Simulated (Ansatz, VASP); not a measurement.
# One calculation of Sb, two programs

File POSCAR:

```
Sb
1.0
    2.1706020527      1.2531976795      3.8710910875
   -2.1706020527      1.2531976795      3.8710910875
    0.0000000000     -2.5063953589      3.8710910875
Sb
2
Direct
    0.2313018333      0.2313018333      0.2313018333
    0.7686981667      0.7686981667      0.7686981667
```

File INCAR.step1:

```
ALGO = Normal
EDIFF = 1E-4
ENCUT = 520
GGA = PE
ISMEAR = 1
LASPH = T
LCHARG = F
LREAL = F
LWAVE = T
NBANDS = 12
NELM = 60
PREC = Accurate
SIGMA = 0.01
```

File INCAR.step2:

```
ALGO = Normal
EDIFF = 1E-6
ENCUT = 520
ISIF = 2
ISMEAR = 1
ISTART = 1
LASPH = T
LCHARG = F
LMIXTAU = T
LREAL = F
LWAVE = F
METAGGA = R2SCAN
NBANDS = 12
NELM = 60
PREC = Accurate
SIGMA = 0.01
```

KPOINTS

```
k-points
0
Gamma
  9 9 9
```

Input for Ansatz:

```yaml
crystal:
  lattice:
    - [2.1706020527, 1.2531976795, 3.8710910875]
    - [-2.1706020527, 1.2531976795, 3.8710910875]
    - [0.0, -2.5063953589, 3.8710910875]
  atoms:
    - { symbol: Sb, position: [0.2313018333, 0.2313018333, 0.2313018333] }
    - { symbol: Sb, position: [0.7686981667, 0.7686981667, 0.7686981667] }
hamiltonian:
  xc: r2scan
  pseudopotentials:
    kind: paw
    azcp:
      Sb: "pseudopotentials/Sb.paw.azcp"
basis:
  ecutwfc: 500
  fft_grid_basis: typed
kpoints:
  mp_grid: { grid: [9, 9, 9], shift: [0, 0, 0] }
magnetization:
  spin_polarized: false
scf:
  occupations: { method: methfessel_paxton, width: 0.01 }
  lower_state_search: "off"
output:
  stress: true
```

Alike in both runs: task single point; functional r2SCAN; k mesh 9 × 9 × 9; occupations methfessel-paxton of order 1, width 0.01 eV; no spin polarisation.

```csv
,VASP,Ansatz
version,VASP 6.6.1,Ansatz 0.2.0
potentials or method,"VASP PAW PBE potentials, release 64 (Sb), cutoff 520 eV","plane waves (500 eV) with PAW, scalar-relativistic"
valence electrons in the cell,10,30
```

|  | VASP | Ansatz | Ansatz less VASP |
| --- | --- | --- | --- |
| pressure (GPa) | 0.1 | 0.0 | -0.11 |
| traceless stress, the component that is largest in VASP (GPa) | -0.10 | -0.06 | +0.042 |

VASP's potentials were made for PBE, not for r2SCAN. The functional is the same, so the differences come from potentials, cutoffs and numerics. VASP's potentials hold 10 valence electrons a cell and Ansatz's 30, so a difference there can come from the potentials and not from the codes.

Neither program's run includes spin-orbit coupling.
